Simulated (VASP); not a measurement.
Wanted: the native input for a VASP 6.6.1 run.

```yaml
Task: single point
Functional: PBEsol
Potentials_or_basis: VASP PAW PBE potentials, release 64 (Al, Cu)
Cutoff: 520 eV
k_mesh: 14 × 14 × 14
Occupations: fermi-dirac, width 0.15 eV
Spin: no spin polarisation
Dipole_correction: no
Further_INCAR_settings: ALGO = Normal; EDIFF = 1e-06; NBANDS = 16
```

The structure of Al2Cu lies in POSCAR:

```
Al2Cu
1.0
   -2.0114811924      2.0114811924      2.8446676750
    2.0114811924     -2.0114811924      2.8446676750
    2.0114811924      2.0114811924     -2.8446676750
Al Cu
2 1
Direct
    0.7500000000      0.2500000000      0.5000000000
    0.2500000000      0.7500000000      0.5000000000
    0.5000000000      0.5000000000      0.0000000000
```

This cell differs from its parent crystal: volume scaled by 0.98.

One way to write it, as run:

INCAR

```
SYSTEM = Al2Cu
PREC = Accurate
ENCUT = 520
EDIFF = 1E-6
ISMEAR = -1
SIGMA = 0.15
LREAL = .FALSE.
LASPH = .TRUE.
NELM = 60
ALGO = Normal
ISIF = 2
LWAVE = .FALSE.
LCHARG = .FALSE.
GGA = PS
NBANDS = 16
```

KPOINTS

```
Automatic mesh
0
G
  14 14 14
  0 0 0
```

Potentials or basis: VASP PAW PBE potentials, release 64 (Al, Cu).

Command:

```bash
$ cat potpaw_PBE.64/Al/POTCAR potpaw_PBE.64/Cu/POTCAR > POTCAR
$ mpirun -np 1 vasp_std > vasp.out
```

It gave:

| Item | Value |
| --- | --- |
| Pressure | 2.3 GPa |

Caveat: the PAW data sets were made with another functional, which shifts forces and pressure a little.

Wall time 52 s on 1 thread of AMD EPYC 9R45 96-Core Processor (Zen 5), with other jobs on the host, peak memory 0.19 GiB.
